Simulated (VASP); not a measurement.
**InSb: single point with PBE**

Crystal: InSb.

```
CELL_PARAMETERS angstrom
3.06331 -3.08137 0.00000
3.06331 3.08137 0.00000
0.00000 0.00000 6.12689
ATOMIC_POSITIONS crystal
In 0.27941 0.72059 0.25000
In 0.72059 0.27941 0.75000
Sb 0.77721 0.22279 0.25000
Sb 0.22279 0.77721 0.75000
```

```json
{
  "Program": "VASP 6.6.1",
  "Task": "single point",
  "Functional": "PBE",
  "Potentials or basis": "VASP PAW PBE potentials, release 64 (In_d, Sb)",
  "Cutoff": "520 eV",
  "k mesh": "10 × 10 × 8",
  "Occupations": "tetrahedron",
  "Spin": "no spin polarisation"
}
```

```json
{"Pressure": "0.0 GPa", "Largest force": "0.014 eV/Å", "Band gap on the k mesh": "zero (band 18 reaches 7.22 eV, above the bottom of band 19 at 4.56 eV)"}
```

Forces on the atoms (eV/Å):
```
In   0.000 -0.014  0.000
In   0.000  0.014  0.000
Sb   0.000  0.010  0.000
Sb   0.000 -0.010  0.000
```

Stress tensor (GPa, compression positive):
```
 0.09  0.00  0.00
 0.00  0.16  0.00
 0.00  0.00 -0.35
```

Levels at points of the mesh, in eV from the Fermi level:
| k point | band 15 | band 16 | band 17 | band 18 | band 19 | band 20 | band 21 | band 22 |
| --- | --- | --- | --- | --- | --- | --- | --- | --- |
| (0.00, 0.00, 0.00) | -2.15 | -2.07 | -0.46 | -0.14 | 0.01 | 0.06 | 3.34 | 5.85 |
| (0.50, 0.00, 0.00) | -2.62 | -2.47 | -0.07 | 0.13 | 1.39 | 1.42 | 3.20 | 3.51 |
| (0.50, 0.50, 0.00) | -3.32 | -3.26 | -2.07 | -2.07 | -2.06 | -2.02 | 2.99 | 3.27 |
| (0.00, 0.00, 0.50) | -1.25 | -1.25 | -1.24 | -1.24 | 0.20 | 0.20 | 4.07 | 4.07 |
| (0.50, 0.00, 0.50) | 0.31 | 0.31 | 0.32 | 0.32 | 2.19 | 2.19 | 2.47 | 2.47 |
| (0.50, 0.50, 0.50) | -3.51 | -3.51 | -3.46 | -3.46 | 1.91 | 1.91 | 3.38 | 3.38 |

It took 6.2 min on 1 thread of Oxide Virtual Turin-like Processor, on a shared host, peak memory 0.49 GiB.

Caveat: spin-orbit coupling is left out, which moves the levels of the heavy elements; tetrahedron occupations give inexact forces and stress in metals.
